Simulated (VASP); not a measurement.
Wanted: the native input for a VASP 6.6.1 run.

* Task: single point
* Functional: PBE
* Potentials or basis: VASP PAW PBE potentials, release 64 (Hf_pv)
* Cutoff: 520 eV
* k mesh: 16 × 16 × 16
* Occupations: fermi-dirac, width 0.1 eV
* Spin: no spin polarisation
* Dipole correction: no
* Further INCAR settings: ALGO = Normal; EDIFF = 1e-06; NBANDS = 11

The structure of Hf lies in POSCAR:

```
Hf
1.0
    0.0000000000      1.8923612212      1.8923612212
    1.8923612212      0.0000000000      1.8923612212
    1.8923612212      1.8923612212      0.0000000000
Hf
1
Direct
    0.0000000000      0.0000000000      0.0000000000
```

This cell differs from its parent crystal: volume scaled by 0.6.

These files were run (other wordings do the same):

INCAR

```
SYSTEM = Hf
PREC = Accurate ; ENCUT = 520
EDIFF = 1E-6 ; ISMEAR = -1
SIGMA = 0.1 ; LREAL = .FALSE.
LASPH = .TRUE. ; NELM = 60
ALGO = Normal ; ISIF = 2
LWAVE = .FALSE. ; LCHARG = .FALSE.
GGA = PE ; NBANDS = 11
```

KPOINTS

```
Automatic mesh
0
G
  16 16 16
  0 0 0
```

Potentials or basis: VASP PAW PBE potentials, release 64 (Hf_pv).

Command:

```console
$ cat potpaw_PBE.64/Hf_pv/POTCAR > POTCAR
$ mpirun -np 1 vasp_std > vasp.out
```

Results of the run:

```
Pressure               : 122.0 GPa
Band gap on the k mesh : zero (band 5 reaches 10.15 eV, above the bottom of band 6 at 7.83 eV)
```

Caveat: spin-orbit coupling is left out, which moves the levels of the heavy elements.

It took 8.5 s on 1 thread of Intel(R) Xeon(R) Platinum 8559C (Emerald Rapids), with other jobs on the host, peak memory 0.14 GiB.
